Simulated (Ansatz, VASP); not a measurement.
**GaS3 in VASP and in Ansatz**

File INCAR:

```
SYSTEM = GaS3
ALGO     = Normal         ! electronic algorithm
EDIFF    = 1E-7           ! SCF threshold, eV
EDIFFG   = -0.04          ! ionic threshold
ENCUT    = 600            ! plane-wave cutoff, eV
GGA      = PE             ! functional
IBRION   = 2              ! ionic algorithm
ISIF     = 3              ! what is computed and relaxed
ISMEAR   = 0              ! smearing method
LASPH    = .True.         ! aspherical terms in the spheres
LCHARG   = .False.        ! write CHGCAR
LREAL    = .False.        ! projectors in reciprocal space
LWAVE    = .False.        ! write WAVECAR
NELM     = 60             ! most SCF steps
NSW      = 90             ! ionic steps
PREC     = Accurate       ! precision mode
SIGMA    = 0.1            ! smearing width, eV
```

KPOINTS

```
k-points
0
Gamma
  3 3 6
  0 0 0
```

File POSCAR:

```
GaS3
1.0
    7.2254833371      0.0000000000      0.0000000000
   -3.6127416685      6.2574521245      0.0000000000
    0.0000000000      0.0000000000      3.3281270624
Ga S
2 6
Direct
    0.3333333333      0.6666666667      0.2500000000
    0.6666666667      0.3333333333      0.7500000000
    0.8130069542      0.6260139085      0.2500000000
    0.1869930458      0.8130069542      0.7500000000
    0.3739860915      0.1869930458      0.2500000000
    0.1869930458      0.3739860915      0.7500000000
    0.8130069542      0.1869930458      0.2500000000
    0.6260139085      0.8130069542      0.7500000000
```

Input for Ansatz:

```yaml
crystal:
  lattice:
    - [7.2254833371, 0.0, 0.0]
    - [-3.6127416685, 6.2574521245, 0.0]
    - [0.0, 0.0, 3.3281270624]
  atoms:
    - { symbol: Ga, position: [0.3333333333, 0.6666666667, 0.25] }
    - { symbol: Ga, position: [0.6666666667, 0.3333333333, 0.75] }
    - { symbol: S, position: [0.8130069542, 0.6260139085, 0.25] }
    - { symbol: S, position: [0.1869930458, 0.8130069542, 0.75] }
    - { symbol: S, position: [0.3739860915, 0.1869930458, 0.25] }
    - { symbol: S, position: [0.1869930458, 0.3739860915, 0.75] }
    - { symbol: S, position: [0.8130069542, 0.1869930458, 0.25] }
    - { symbol: S, position: [0.6260139085, 0.8130069542, 0.75] }
basis:
  ecutwfc: 420
kpoints:
  mp_grid: { grid: [3, 3, 6] }
hamiltonian:
  xc: pbe
scf:
  occupations: { method: gaussian, width: 0.1 }
  lower_state_search: "off"
output:
  forces: true
  stress: true
  eigenvalues: true
relax:
  adjacent_minimum: "off"
  f_tol: 0.04
  max_steps: 70
  cell: { stress_tol: 0.4 }
```

Alike in both runs: task relaxation of cell and atoms; functional PBE; k mesh 3 × 3 × 6; occupations gaussian, width 0.1 eV; no spin polarisation.

```csv
,VASP,Ansatz
version,VASP 6.6.1,Ansatz 0.2.0
potentials or method,"VASP PAW PBE potentials, release 64 (Ga_d, S), cutoff 600 eV","scalar-relativistic, plane waves, PAW"
valence electrons in the cell,62,62
```

```csv
,VASP,Ansatz,Ansatz less VASP
"gap on the k mesh at the Fermi level, each at its own relaxed structure (eV)",none,none,-
relaxed volume (Å³/atom),18.83,18.74,-0.091
relaxed length of the cell vector where the two differ most in proportion (Å),7.205,7.180,-0.0246
```

A gap of «none» marks a metal or a gap that the smearing closes.
